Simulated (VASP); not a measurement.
# SrO: single point with PBE

Crystal: SrO.

```
CELL_PARAMETERS angstrom
0.00000 2.57989 2.57989
2.57989 0.00000 2.57989
2.57989 2.57989 0.00000
ATOMIC_POSITIONS crystal
Sr 0.00000 0.00000 0.00000
O 0.50000 0.50000 0.50000
```

| Item | Value |
| --- | --- |
| Program | VASP 6.6.1 |
| Task | single point |
| Functional | PBE |
| Potentials or basis | VASP PAW PBE potentials, release 64 (Sr_sv, O) |
| Cutoff | 520 eV |
| k mesh | 6 × 6 × 6 |
| Occupations | gaussian, width 0.01 eV |
| Spin | no spin polarisation |

| Quantity | Value |
| --- | --- |
| Pressure | 2.4 GPa |
| Band gap on the k mesh | 3.27 eV, indirect (least direct gap 3.37 eV) |

Levels at points of the mesh, in eV from the valence-band top:
```
           k point  band 6  band 7  band 8  band 9  band 10  band 11
(0.00, 0.00, 0.00)    0.00    0.00    0.00    3.91     6.19     6.19
(0.50, 0.00, 0.00)   -2.15   -1.12   -1.12    6.51     8.37     8.79
(0.50, 0.50, 0.00)   -0.45   -0.09   -0.09    3.27     7.73    10.11
```

Run time: 6.1 s on 1 thread of Intel(R) Xeon(R) 6975P-C (Granite Rapids), with other jobs on the host, peak memory 0.15 GiB.

A k mesh can miss the band edges.
